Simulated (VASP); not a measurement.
# Ge3Pd: single point with PBE

The system is Ge3Pd.

```
Ge Pd
1.0
     3.72211    0.00000    0.00000
     0.00000    3.72211    0.00000
     0.00000    0.00000    5.35355
Ge Pd
3 1
Direct
  0.00000 0.00000 0.50000
  0.50000 0.50000 0.00000
  0.50000 0.50000 0.50000
  0.00000 0.00000 0.00000
```

The cell was generated, and may not be a known phase.

| Quantity | Value |
| --- | --- |
| Program | VASP 6.6.1 |
| Task | single point |
| Functional | PBE |
| Potentials or basis | VASP PAW PBE potentials, release 64 (Ge_d, Pd) |
| Cutoff | 520 eV |
| k mesh | 6 × 6 × 4 |
| Occupations | gaussian, width 0.1 eV |
| Spin | no spin polarisation |
| Dipole correction | no |
| Further INCAR settings | ALGO = Normal; EDIFF = 1e-07; NBANDS = 34 |

The pressure is -0.1 GPa and the band gap on the k mesh is zero (bands 26 and 27 overlap by 3.02 eV).

Stress tensor (GPa, compression positive):
```
-0.04  0.00  0.00
 0.00 -0.04  0.00
 0.00  0.00 -0.12
```

Levels at points of the mesh, in eV from the Fermi level:
```tsv
k point	band 24	band 25	band 26	band 27	band 28	band 29
(0.00, 0.00, 0.00)	-1.66	-1.66	-1.04	2.29	2.35	2.35
(0.50, 0.00, 0.00)	-1.11	-0.98	-0.49	1.59	1.60	2.69
(0.50, 0.50, 0.00)	-1.90	-1.84	-0.81	-0.81	-0.26	0.18
(0.00, 0.00, 0.50)	-0.57	-0.57	1.24	1.26	1.26	1.90
(0.50, 0.00, 0.50)	-1.77	1.61	1.76	2.20	2.21	3.09
(0.50, 0.50, 0.50)	-1.94	-1.94	-1.90	-1.10	-0.21	3.14
```

Run time: 94 s on 1 thread of Intel(R) Xeon(R) Platinum 8259CL CPU @ 2.50GHz (Skylake/Cascade Lake), with other jobs on the host, peak memory 0.21 GiB.
